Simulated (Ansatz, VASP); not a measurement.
TiO2 in VASP and in Ansatz

INCAR

```
SYSTEM = TiO2
  AGGAC = 1.0
  AGGAX = 1.0
  ALDAC = 0.0
  ALDAX = 1.0
  ALGO = Normal
  EDIFF = 1E-6
  ENCUT = 520
  GGA = B5
  ISIF = 2
  ISMEAR = -1
  LASPH = .True.
  LCHARG = .False.
  LREAL = .False.
  LWAVE = .False.
  NBANDS = 33
  NELM = 60
  PREC = Accurate
  SIGMA = 0.05
```

KPOINTS

```
k-points
0
Gamma
  6 6 9
  0 0 0
```

The input POSCAR:

```
TiO2
1.0
    4.6900531165      0.0000000000      0.0000000000
    0.0000000000      4.6900531165      0.0000000000
    0.0000000000      0.0000000000      3.0172520901
Ti O
2 4
Direct
    0.0000000000      0.0000000000      0.5000000000
    0.5000000000      0.5000000000      0.0000000000
    0.3043213200      0.3043213200      0.5000000000
    0.1956786800      0.8043213200      0.0000000000
    0.8043213200      0.1956786800      0.0000000000
    0.6956786800      0.6956786800      0.5000000000
```

input.yaml

```yaml
crystal:
  lattice:
    - [4.6900531165, 0.0, 0.0]
    - [0.0, 4.6900531165, 0.0]
    - [0.0, 0.0, 3.0172520901]
  atoms:
    - { symbol: Ti, position: [0.0, 0.0, 0.5] }
    - { symbol: Ti, position: [0.5, 0.5, 0.0] }
    - { symbol: O, position: [0.30432132, 0.30432132, 0.5] }
    - { symbol: O, position: [0.19567868, 0.80432132, 0.0] }
    - { symbol: O, position: [0.80432132, 0.19567868, 0.0] }
    - { symbol: O, position: [0.69567868, 0.69567868, 0.5] }
hamiltonian:
  xc: blyp
  pseudopotentials: { kind: paw }
kpoints:
  mp_grid: { grid: [6, 6, 9] }
scf:
  occupations: { method: fermi_dirac, width: 0.05 }
output:
  forces: true
  stress: true
  eigenvalues: true
```

Alike in both runs: task single point; functional BLYP; k mesh 6 × 6 × 9; occupations fermi-dirac, width 0.05 eV; no spin polarisation.

|  | VASP | Ansatz |
| --- | --- | --- |
| version | VASP 6.6.1 | Ansatz 0.2.0 |
| potentials or method | VASP PAW PBE potentials, release 64 (Ti_sv, O) | Ansatz PAW |
| plane-wave cutoff (eV) | 520 | 420 |
| valence electrons in the cell | 48 | 48 |

Ansatz gave:

* gap on the k mesh at the Fermi level (eV): 1.72
* least direct gap on the mesh (eV): 1.72
* pressure (GPa): -3.4
* traceless stress, the component that is largest in VASP (GPa): -1.96
* rms of the force components (eV/Å): 0.089

Question: What did VASP give for the same quantities?

Answer: gap on the k mesh at the Fermi level (eV): 1.69; least direct gap on the mesh (eV): 1.69; pressure (GPa): -2.7; traceless stress, the component that is largest in VASP (GPa): -1.70; rms of the force components (eV/Å): 0.076.

VASP's potentials were made for PBE, not for BLYP. Atom by atom the forces differ by 0.013 eV/Å (rms over components). With one functional, cell and mesh, what is left measures potentials, basis and numerics.

Noted on Ansatz's run: odd divisions of the mesh miss points on the zone boundary, where band edges often lie, so the gap on the mesh can be too wide.
